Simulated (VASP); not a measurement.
# H6C3O in VASP: notebook, part 2 of 2

VASP 6.6.1. The steps go on from the part before.

### Step 4. Single point, PBE+D3(BJ)

Contents of INCAR:

```
PREC = Accurate
ENCUT = 520
EDIFF = 1E-6
ISMEAR = -1
SIGMA = 0.05
LREAL = Auto
LASPH = T
NELM = 80
ALGO = Normal
ISIF = 2
LWAVE = F
LCHARG = T
GGA = PE
IVDW = 12
LELF = T
LVHAR = T
NBANDS = 74
```

Contents of KPOINTS:

```
Automatic mesh
0
Gamma
  1 1 1
```

Contents of POSCAR:

```
H6C3O
1.0
    8.7065880000      0.0000000000      0.0000000000
    0.0000000000      8.7065880000      0.0000000000
    0.0000000000      0.0000000000      8.7065880000
C H O
12 24 4
Direct
    0.4460415492      0.7387739032      0.3478630205
    0.4325919637      0.8155892986      0.2013992163
    0.3255695572      0.1493926209      0.8147049108
    0.3221583472      0.0588060443      0.6647035555
    0.7483873131      0.3213428728      0.7134941954
    0.6691944077      0.4825196736      0.6733521788
    0.8873051074      0.7381421976      0.1037834798
    1.0125895471      0.6534821678      0.0364551533
    0.8890394262      0.1483933775      0.9263559962
    1.1041409103      0.3299340683      0.3180120617
    0.5351809457      0.3478859916      0.1859281730
    0.0603451088      0.9511303395      0.3208030517
    0.5621605157      0.7195930254      0.3754972671
    0.3968374293      0.8313015386      0.4214854315
    0.3790807605      0.6416750167      0.3414081383
    0.4465813703      0.7285517587      0.1122368487
    0.3167027083      0.8561562807      0.1898677186
    0.5197328735      0.9041888740      0.1808630430
    0.3327250583      0.2796503062      0.7745284375
    0.1969313352      0.1480143542      0.8614740930
    0.3880050371      0.1048746076      0.9005020107
    0.2790415717     -0.0480555644      0.6845965377
    0.2361315363      0.1070683487      0.5887036345
    0.4241960226      0.0517079710      0.6010391212
    0.6650940644      0.2461469407      0.7714388231
    0.8044597953      0.2509019607      0.6146035623
    0.8266384030      0.3414196239      0.8095019542
    0.7537625531      0.5590134735      0.6082061078
    0.5651008179      0.4721941592      0.5964219279
    0.6538841622      0.5544881646      0.7724840087
    0.9094148018      0.8619220296      0.1344958553
    0.7722428120      0.7394056087      0.0347093488
    0.8472320041      0.6921425477      0.2172722541
    1.0000243494      0.5366281257      0.0033652678
    1.0731184248      0.7090033432     -0.0547631288
    1.0860396748      0.6358977822      0.1255256364
    0.8043564253      0.1730643508      1.0190788860
    0.9952233872      0.2966604139      0.3844215438
    0.5277727624      0.2678201840      0.2907108962
    0.0318953877      0.8713401852      0.4164547582
```

Potentials or basis: VASP PAW PBE potentials, release 64 (C, H, O).

Command:

```console
$ cat potpaw_PBE.64/C/POTCAR potpaw_PBE.64/H/POTCAR potpaw_PBE.64/O/POTCAR > POTCAR
$ mpirun -np 1 vasp_gam > vasp.out
```

OUTCAR:

```text
PREC = Accurate
   ENCUT = 520
   EDIFF = 1E-6
   ISMEAR = -1
   LREAL = Auto
   LASPH = T
   NELM = 80
   ISIF = 2
   GGA = PE
   IVDW = 12
 IVDW          = 12

 ion  position               nearest neighbor table
   1  0.446  0.739  0.348-  15 1.03  13 1.05  14 1.12   2 1.44
   2  0.433  0.816  0.201-  17 1.07  16 1.09  18 1.10   1 1.44
   3  0.326  0.149  0.815-  21 1.00  19 1.19  20 1.19   4 1.53
   4  0.322  0.059  0.665-  22 1.02  24 1.05  23 1.08   3 1.53
   5  0.748  0.321  0.713-  27 1.09  25 1.10  26 1.16   6 1.60
   6  0.669  0.483  0.673-  30 1.07  29 1.13  28 1.14   5 1.60
   7  0.887  0.738  0.104-  33 1.12  31 1.13  32 1.17   8 1.44
   8  0.013  0.653  0.036-  36 1.02  34 1.06  35 1.07   7 1.44
   9  0.889  0.148  0.926-  37 1.11
  10  0.104  0.330  0.318-  38 1.15
  11  0.535  0.348  0.186-  39 1.15
  12  0.060  0.951  0.321-  40 1.11
  13  0.562  0.720  0.375-   1 1.05
  14  0.397  0.831  0.421-   1 1.12
[... 24 lines left out ...]
  39  0.528  0.268  0.291-  11 1.15
  40  0.032  0.871  0.416-  12 1.11

  LATTYP: Found a simple cubic cell.
 ALAT       =     8.7065880000

  Lattice vectors:

 A1 = (   8.7065880000,   0.0000000000,   0.0000000000)
 A2 = (   0.0000000000,   8.7065880000,   0.0000000000)
 A3 = (   0.0000000000,   0.0000000000,   8.7065880000)

Analysis of symmetry for initial positions (statically):
=====================================================================
 Subroutine PRICEL returns:
 Original cell was already a primitive cell.

 Routine SETGRP: Setting up the symmetry group for a
 simple cubic supercell.

 Subroutine GETGRP returns: Found  1 space group operations
 (whereof  1 operations were pure point group operations)
 out of a pool of 48 trial point group operations.

The static configuration has the point symmetry C_1 .

Analysis of symmetry for dynamics (positions and initial velocities):
=====================================================================
 Subroutine PRICEL returns:
 Original cell was already a primitive cell.

 Routine SETGRP: Setting up the symmetry group for a
 simple cubic supercell.

 Subroutine GETGRP returns: Found  1 space group operations
 (whereof  1 operations were pure point group operations)
 out of a pool of 48 trial point group operations.

The dynamic configuration has the point symmetry C_1 .

 Subroutine INISYM returns: Found  1 space group operations
 (whereof  1 operations are pure point group operations),
 and found     1 'primitive' translations

----------------------------------------------------------------------------------------

                                     Primitive cell

  volume of cell :     660.0001

  direct lattice vectors                    reciprocal lattice vectors
     8.706588000  0.000000000  0.000000000     0.114855555  0.000000000  0.000000000
     0.000000000  8.706588000  0.000000000     0.000000000  0.114855555  0.000000000
     0.000000000  0.000000000  8.706588000     0.000000000  0.000000000  0.114855555

  length of vectors
     8.706588000  8.706588000  8.706588000     0.114855555  0.114855555  0.114855555

  position of ions in fractional coordinates (direct lattice)
     0.446041549  0.738773903  0.347863021
     0.432591964  0.815589299  0.201399216
     0.325569557  0.149392621  0.814704911
     0.322158347  0.058806044  0.664703555
     0.748387313  0.321342873  0.713494195
     0.669194408  0.482519674  0.673352179
[... 32 lines left out ...]
     0.527772762  0.267820184  0.290710896
     0.031895388  0.871340185  0.416454758

  ion indices of the primitive-cell ions
   primitive index   ion index
                 1           1
                 2           2
                 3           3
                 4           4
                 5           5
                 6           6
[... 32 lines left out ...]
                39          39
                40          40

----------------------------------------------------------------------------------------

 KPOINTS: Automatic mesh

Automatic generation of k-mesh.
 Grid dimensions read from file:
 generate k-points for:    1    1    1

 Generating k-lattice:

  Cartesian coordinates                     Fractional coordinates (reciprocal lattice)
     0.114855555  0.000000000  0.000000000     1.000000000  0.000000000  0.000000000
     0.000000000  0.114855555  0.000000000     0.000000000  1.000000000  0.000000000
     0.000000000  0.000000000  0.114855555     0.000000000  0.000000000  1.000000000

  Length of vectors
     0.114855555  0.114855555  0.114855555

  Shift w.r.t. Gamma in fractional coordinates (k-lattice)
     0.000000000  0.000000000  0.000000000

 Subroutine IBZKPT returns following result:
 ===========================================

 Found      1 irreducible k-points:

 Following reciprocal coordinates:
            Coordinates               Weight
  0.000000  0.000000  0.000000      1.000000
   k-points           NKPTS =      1   k-points in BZ     NKDIM =      1   number of bands    NBANDS=     74
   number of dos      NEDOS =    301   number of ions     NIONS =     40
   total plane-waves  NPLWV = 343000
   dimension x,y,z NGX =    70 NGY =   70 NGZ =   70
   dimension x,y,z NGXF=   140 NGYF=  140 NGZF=  140
   ions per type =              12  24   4
   NGX,Y,Z   is equivalent  to a cutoff of  13.37, 13.37, 13.37 a.u.
   NGXF,Y,Z  is equivalent  to a cutoff of  26.73, 26.73, 26.73 a.u.
 SYSTEM =  unknown system
   PREC   = accura    normal or accurate (medium, high low for compatibility)
   ISTART =      0    job   : 0-new  1-cont  2-samecut
   ICHARG =      2    charge: 1-file 2-atom 10-const
   ISPIN  =      1    spin polarized calculation?
   LNONCOLLINEAR =      F non collinear calculations
   LSORBIT =      F    spin-orbit coupling
   LASPH  =      T    aspherical Exc in radial PAW
   ENCUT  =  520.0 eV  38.22 Ry    6.18 a.u.  16.19 16.19 16.19*2*pi/ulx,y,z
   NELM   =     80;   NELMIN=  2; NELMDL= -5     # of ELM steps
   EDIFF  = 0.1E-05   stopping-criterion for ELM
   LREAL  =      T    real-space projection
   EDIFFG = 0.1E-04   stopping-criterion for IOM
   NSW    =      0    number of steps for IOM
   IBRION =     -1    ionic relax: 0-MD 1-quasi-New 2-CG
   NFREE  =      0    steps in history (QN), initial steepest desc. (CG)
   ISIF   =      2    stress and relaxation
   ISYM   =      2    0-nonsym 1-usesym 2-fastsym
   POTIM  = 0.5000    time-step for ionic-motion
   TEBEG  =    0.0;   TEEND  =   0.0 temperature during run
   PSTRESS=    0.0 pullay stress
   NELECT =      96.0000    total number of electrons
   NUPDOWN=      -1.0000    fix difference up-down
   EMIN   =  10.00;   EMAX   =-10.00  energy-range for DOS
   EFERMI =   0.00;   METHOD = LEGACY
   ISMEAR =    -1;   SIGMA  =   0.05  broadening in eV -4-tet -1-fermi 0-gaus
   EFERMI_NEDOS =   21; number of points for ismear=-14 and -15
   IALGO  =     38    algorithm
   IMIX   =      4    mixing-type and parameters
     AMIX     =   0.40;   BMIX     =  1.00
     AMIX_MAG =   1.60;   BMIX_MAG =  1.00
  volume/ion in A,a.u.               =      16.50       111.35
  Fermi-wavevector in a.u.,A,eV,Ry     =   0.860962  1.626982 10.085391  0.741255
  Thomas-Fermi vector in A             =   1.978545
   LORBIT       =      0    0 simple, 1 ext, 2 COOP (PROOUT), +10 PAW based schemes
   GGA     = PE    functional components
   LHFCALC =     F    Hartree Fock is set to
   AEXX    =    0.0000 exact exchange contribution
   IVDW    =    12    specifies the selected vdW correction
   LEPSILON=     F    determine dielectric tensor
   LRPA    =     F    only Hartree local field effects (RPA)
 non-spin polarized calculation
  energy-cutoff  :      520.00
  volume of cell :      660.00
 maximum number of plane-waves:      8923
 NGX is ok and might be reduce to    70
   NGX = 33   NGY = 33   NGZ = 33

 number of electron      96.0000004 magnetization

 Free energy of the ion-electron system (eV)
  ---------------------------------------------------
  ext. energy  EPLUGINS =         0.00000000
  ---------------------------------------------------
  free energy    TOTEN  =      -218.40621896 eV

  energy without entropy =     -218.40621896  energy(sigma->0) =     -218.40621896

 E-fermi :  -3.9233     XC(G=0):  -5.4225

 val. band max:       -5.1653315661   @ k =   0.0000   0.0000   0.0000
 cond. band min:      -0.0585279643   @ k =   0.0000   0.0000   0.0000
 fundamental gap:      5.1068036017
 Fermi energy:        -3.9232921158

 k-point     1 :       0.0000    0.0000    0.0000
  band No.  band energies     occupation
      1     -27.3737      2.00000
      2     -27.2265      2.00000
      3     -26.9379      2.00000
      4     -26.6822      2.00000
      5     -16.9223      2.00000
      6     -16.8584      2.00000
[... 52 lines left out ...]
     59       2.7732      0.00000
     60       2.8676      0.00000
 [bands above 60 left out]

------------------------ aborting loop because EDIFF is reached ----------------------------------------

 Edisp (eV)   -1.25060

 E8    (eV) :    -0.2851

  FORCE on cell =-STRESS in cart. coord.  units (eV):
  Direction    XX          YY          ZZ          XY          YZ          ZX
  --------------------------------------------------------------------------------------
  -------------------------------------------------------------------------------------
  Total       7.04880     3.55498    13.34321     0.62120    -4.27618     0.94321
  in kB      17.11125     8.62986    32.39118     1.50799   -10.38060     2.28967
  external pressure =       19.38 kB  Pullay stress =        0.00 kB

 VOLUME and BASIS-vectors are now :
 -----------------------------------------------------------------------------
  energy-cutoff  :      520.00
  volume of cell :      660.00
      direct lattice vectors                 reciprocal lattice vectors
     8.706588000  0.000000000  0.000000000     0.114855555  0.000000000  0.000000000
     0.000000000  8.706588000  0.000000000     0.000000000  0.114855555  0.000000000
     0.000000000  0.000000000  8.706588000     0.000000000  0.000000000  0.114855555

 POSITION                                       TOTAL-FORCE (eV/Angst)
 -----------------------------------------------------------------------------------
      3.88350      6.43220      3.02870        -0.136513      2.923851      1.655620
      3.76640      7.10100      1.75350         0.586849     -0.055543     -2.843239
      2.83460      1.30070      7.09330        -5.256069      3.536296     -3.585081
      2.80490      0.51200      5.78730        -0.718932      2.082415      0.530680
      6.51590      2.79780      6.21210        -0.811318      0.592739     -0.790547
      5.82640      4.20110      5.86260         1.571670     -0.675841     -2.071281
[... 32 lines left out ...]
      4.59510      2.33180      2.53110         0.042573      0.419943     -0.577510
      0.27770      7.58640      3.62590        -0.838252     -2.483264      3.111266
 -----------------------------------------------------------------------------------
    total drift:                               -0.025494     -0.001115     -0.002325

  FREE ENERGIE OF THE ION-ELECTRON SYSTEM (eV)
  ---------------------------------------------------
  free  energy   TOTEN  =      -219.6568214468 eV

  energy  without entropy=     -219.6568214468  energy(sigma->0) =     -219.65682145
```

Wall time 1.7 min (1 thread of Intel Xeon Platinum 8488C (Sapphire Rapids), shared host); peak memory 0.65 GiB.

What came out:

- Free energy: -219.6568 eV
- Pressure: 1.9 GPa
- Largest force: 7.279 eV/Å
- Band gap on the k mesh: 5.11 eV
- Dispersion energy per atom: -0.031 eV

Forces in eV/Å, atoms in the order of the input:
```
C   -0.137  2.924  1.656
C    0.587 -0.056 -2.843
C   -5.256  3.536 -3.585
C   -0.719  2.082  0.531
C   -0.811  0.593 -0.791
C    1.572 -0.676 -2.071
C   -4.680  1.483  0.689
C    0.375 -0.185 -1.287
C    2.846 -1.198 -2.429
C   -0.422 -0.069  0.257
C   -0.068 -0.401  0.597
C    0.977  2.506 -2.849
H    1.357 -0.617  0.699
H    0.281 -1.088  0.906
H   -1.355 -2.263  0.640
H    0.157  0.046 -0.694
H   -0.612  0.749 -0.445
H   -0.238  0.288  0.014
H    0.724 -1.894  1.439
H    1.918 -0.089 -0.597
H    2.715 -0.907  2.712
H   -0.773 -3.211  0.542
H   -0.249  0.526 -0.359
H    1.692 -0.024 -0.639
H   -0.342 -0.018 -0.452
H   -0.711  1.319  1.287
H    0.606  0.358 -0.620
H   -0.579 -0.911  0.159
H    0.653  0.070  0.885
H   -0.743 -0.068  0.880
H    0.167 -0.762 -0.663
H    1.506  0.086  0.554
H    0.350 -0.124 -0.480
H   -1.128 -1.134 -0.677
H    0.387  0.613 -0.727
H    2.830 -0.138  2.336
O   -2.513  0.520  3.183
O    0.432  0.198 -0.291
O    0.043  0.420 -0.578
O   -0.838 -2.483  3.111
```

Caveat: the k points lie up to 0.72 Å⁻¹ apart.

### Step 5. Single point, PBE+D3(BJ)

Contents of INCAR:

```
SYSTEM = H6C3O
PREC = Accurate
ENCUT = 520
EDIFF = 1E-7
ISMEAR = -1
SIGMA = 0.05
LREAL = Auto
LASPH = .True.
NELM = 60
ALGO = Normal
ISIF = 2
LWAVE = .False.
LCHARG = .False.
GGA = PE
IVDW = 12
NBANDS = 74
```

Contents of KPOINTS:

```
Automatic mesh
0
Gamma
  1 1 1
  0 0 0
```

Contents of POSCAR:

```
H6C3O
1.0
    8.7065880000      0.0000000000      0.0000000000
    0.0000000000      8.7065880000      0.0000000000
    0.0000000000      0.0000000000      8.7065880000
C H O
12 24 4
Direct
    0.4257695437      0.7212584310      0.3501486461
    0.4218070270      0.8147278819      0.1824939919
    0.3147731350      0.1569501164      0.7923655053
    0.3116605495      0.0179519233      0.6821271433
    0.7283450187      0.3120740295      0.7048340866
    0.6759938566      0.4620638992      0.6579845055
    0.8772437607      0.7454125543      0.1129604387
    1.0018735238      0.6409629122      0.0220292955
    0.8934958218      0.1675397986      0.9655906539
    1.1071156692      0.3166912228      0.3304049761
    0.5324473835      0.3251560772      0.1784166197
    0.0643880243      0.9632935428      0.3476907372
    0.4907548169      0.6153960656      0.3230542206
    0.4869645836      0.7855775420      0.4484190592
    0.3078588306      0.6875023833      0.3607498138
    0.3743027694      0.7450909587      0.0838445554
    0.3554205161      0.9035341973      0.2262195018
    0.5388678091      0.8295327630      0.1723522464
    0.3449916316      0.2598721795      0.7209483210
    0.2050631085      0.1860545141      0.8594641207
    0.3814582704      0.1355295553      0.8902339240
    0.2699335262     -0.0934579654      0.7115990788
    0.2366598718      0.0403946988      0.5748520546
    0.4372895559     -0.0052259278      0.6593283155
    0.6556988800      0.2346269285      0.7602174353
    0.7935025753      0.2346613851      0.6210010167
    0.8429478919      0.3328284283      0.7720475576
    0.7399109732      0.5298975902      0.5721070068
    0.5645035690      0.4709996614      0.6144197934
    0.6694470900      0.5388218668      0.7668675720
    0.9121139073      0.8710415607      0.1188640142
    0.7895745153      0.7108640032      0.0301725544
    0.8379861319      0.7379584287      0.2291827752
    0.9924553683      0.5197099024      0.0415547399
    1.0031599060      0.6503925533     -0.0995453098
    1.1143860258      0.6529997744      0.0760918054
    0.7872888897      0.1757634564      1.0349289527
    0.9840709127      0.2925141284      0.3748196194
    0.5237757891      0.2674296751      0.2886779528
    0.0297475888      0.8596019474      0.4227029004
```

Command:

```console
$ cat potpaw_PBE.64/C/POTCAR potpaw_PBE.64/H/POTCAR potpaw_PBE.64/O/POTCAR > POTCAR
$ mpirun -np 1 vasp_gam > vasp.out
```

It took 1.8 min on 1 thread of Intel Xeon Platinum 8488C (Sapphire Rapids), shared host; peak memory 0.63 GiB.

Results (log left out):

| Quantity | Value |
| --- | --- |
| Free energy | -218.7218 eV |
| Pressure | 0.9 GPa |
| Largest force | 8.006 eV/Å |
| Band gap on the k mesh | 4.42 eV |
| Dispersion energy per atom | -0.031 eV |

Forces in eV/Å, atoms in the order of the input:
```
C    1.224 -0.183 -2.102
C   -0.644 -3.353  2.208
C   -2.783  0.364 -0.666
C    0.391  0.998 -1.336
C    5.581 -1.429 -0.778
C   -0.080  3.282  1.183
C    1.283  0.110 -2.682
C    0.522  0.471  3.596
C    4.160 -0.393 -2.475
C   -1.475 -0.182  0.532
C    0.409  3.808 -6.992
C   -0.238 -1.141  0.652
H   -0.033  0.096  0.521
H   -1.168 -0.553 -1.278
H   -0.689 -0.169  1.165
H    0.147  0.570  1.058
H   -0.996  2.344 -0.585
H    2.218  1.260 -1.016
H    0.181 -0.481  0.865
H    0.418 -0.363 -1.341
H    1.937 -0.101  0.988
H   -0.592 -0.757  1.315
H    1.455  0.155  0.935
H   -0.908  0.236 -0.700
H   -1.374 -0.659  1.275
H   -1.172  0.812 -0.306
H   -1.739 -0.325 -0.021
H    0.591 -0.456  0.226
H   -2.064 -0.364 -0.708
H    0.129 -0.652 -1.227
H   -0.356 -0.907 -1.144
H   -1.247  1.268  0.413
H    0.116 -1.549  0.890
H   -1.000 -1.036  0.298
H   -0.058  0.862 -1.040
H    0.604  0.643 -0.462
O   -3.942  0.136  2.783
O    1.448  0.457 -0.530
O   -0.535 -3.742  7.057
O    0.281  0.923 -0.573
```

Stress tensor (GPa, compression positive):
```
 1.61  0.04 -0.75
 0.04  0.72 -2.69
-0.75 -2.69  0.42
```

Levels at points of the mesh, in eV from the valence-band top:
```csv
k point,band 46,band 47,band 48,band 49,band 50,band 51
"(0.00, 0.00, 0.00)",-0.55,-0.19,0.00,4.42,4.58,4.72
```

Caveat: the k points lie up to 0.72 Å⁻¹ apart.
